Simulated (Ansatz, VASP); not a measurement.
Two plane-wave programs on Cu4Mo

Contents of INCAR:

```
SYSTEM = Cu4Mo
PREC = Accurate
ENCUT = 600
EDIFF = 1E-6
ISMEAR = 0
SIGMA = 0.1
LREAL = .FALSE.
LASPH = .TRUE.
NELM = 80
ALGO = Fast
ISIF = 3
LWAVE = .FALSE.
LCHARG = .FALSE.
GGA = PE
IBRION = 2
NSW = 100
EDIFFG = -0.01
```

Contents of KPOINTS:

```
regular mesh
0
G
  10 10 10
  0 0 0
```

The input POSCAR:

```
Cu4Mo
1.0
   -2.8141964115      2.8141964115      2.8141964115
    2.8141964115     -2.8141964115      2.8141964115
    2.8141964115      2.8141964115     -2.8141964115
Cu Mo
4 1
Direct
    0.0000000000      0.0000000000      0.5000000000
    0.0000000000      0.5000000000      0.0000000000
    0.5000000000      0.0000000000      0.0000000000
    0.5000000000      0.5000000000      0.5000000000
    0.0000000000      0.0000000000      0.0000000000
```

Input for Ansatz:

```yaml
crystal:
  lattice:
    - [-2.8141964115, 2.8141964115, 2.8141964115]
    - [2.8141964115, -2.8141964115, 2.8141964115]
    - [2.8141964115, 2.8141964115, -2.8141964115]
  atoms:
    - { symbol: Cu, position: [0.0, 0.0, 0.5] }
    - { symbol: Cu, position: [0.0, 0.5, 0.0] }
    - { symbol: Cu, position: [0.5, 0.0, 0.0] }
    - { symbol: Cu, position: [0.5, 0.5, 0.5] }
    - { symbol: Mo, position: [0.0, 0.0, 0.0] }
basis:
  ecutwfc: 420
kpoints:
  mp_grid: { grid: [10, 10, 10] }
hamiltonian:
  xc: pbe
scf:
  occupations: { method: gaussian, width: 0.1 }
output:
  forces: true
  stress: true
  eigenvalues: true
relax:
  adjacent_minimum: "off"
  f_tol: 0.01
  max_steps: 80
  cell: { stress_tol: 0.05 }
```

Change from the starting cell: species swapped into the CrGa4 type (Im-3m, No. 229).

Alike in both runs: task relaxation of cell and atoms; functional PBE; k mesh 10 × 10 × 10; occupations gaussian, width 0.1 eV; no spin polarisation.

|  | VASP | Ansatz |
| --- | --- | --- |
| version | VASP 6.6.1 | Ansatz 0.2.0 |
| potentials or method | VASP PAW PBE potentials, release 64 (Cu, Mo_sv), cutoff 600 eV | scalar-relativistic, plane waves, PAW |
| valence electrons in the cell | 58 | 90 |

```csv
,VASP,Ansatz,Ansatz less VASP
"gap on the k mesh at the Fermi level, each at its own relaxed structure (eV)",none,none,-
relaxed volume (Å³/atom),17.96,17.86,-0.102
relaxed length of the cell vector where the two differ most in proportion (Å),4.886,4.877,-0.0092
```

A gap of «none» marks a metal or a gap that the smearing closes. VASP's potentials hold 58 valence electrons a cell and Ansatz's 90, so a difference there can come from the potentials and not from the codes.
